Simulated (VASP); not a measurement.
CrGaC4N4, 10 atoms in the cell. The structure is cubic, space group P-43m (No. 215). Conventional cell: a = 5.899 Å, b = 5.899 Å, c = 5.899 Å, α = 90.00°, β = 90.00°, γ = 90.00°. Within 2.7 Å of Cr (site symmetry -43m) lie 4 C at 2.05 Å. Ga (site symmetry -43m) has 4 N at 1.88 Å within 2.5 Å. Within 1.6 Å of C (site symmetry 3m) lie 1 N at 1.18 Å. Within 1.6 Å of N (site symmetry 3m) lie 1 C at 1.18 Å. 

```yaml
Program: VASP 6.6.1
Task: single point
Functional: PBE
Potentials_or_basis: VASP PAW PBE potentials, release 64 (Cr_pv, Ga_d, C, N)
Cutoff: 520 eV
k_mesh: 4 × 4 × 4
Occupations: gaussian, width 0.1 eV
Spin: collinear spin, ferromagnetic start
Starting_moments: "[3.0, 0.0, 0.0, 0.0, 0.0, 0.0, 0.0, 0.0, 0.0, 0.0] μB"
Dipole_correction: no
Further_INCAR_settings: ALGO = Normal; EDIFF = 1e-06; NBANDS = 46
```

Potentials or basis: VASP PAW PBE potentials, release 64 (Cr_pv, Ga_d, C, N).

Run with:

```sh
$ cat potpaw_PBE.64/Cr_pv/POTCAR potpaw_PBE.64/Ga_d/POTCAR potpaw_PBE.64/C/POTCAR potpaw_PBE.64/N/POTCAR > POTCAR
$ mpirun -np 1 vasp_std > vasp.out
```

Hardware: 1 thread of Intel(R) Xeon(R) Platinum 8259CL CPU @ 2.50GHz (Skylake/Cascade Lake) (shared host).

Estimate the wall time of this run.

Wall time 6.2 min on 1 thread of Intel(R) Xeon(R) Platinum 8259CL CPU @ 2.50GHz (Skylake/Cascade Lake), on a shared host, peak memory 0.48 GiB. Counts: scf iterations 18, k points 10.
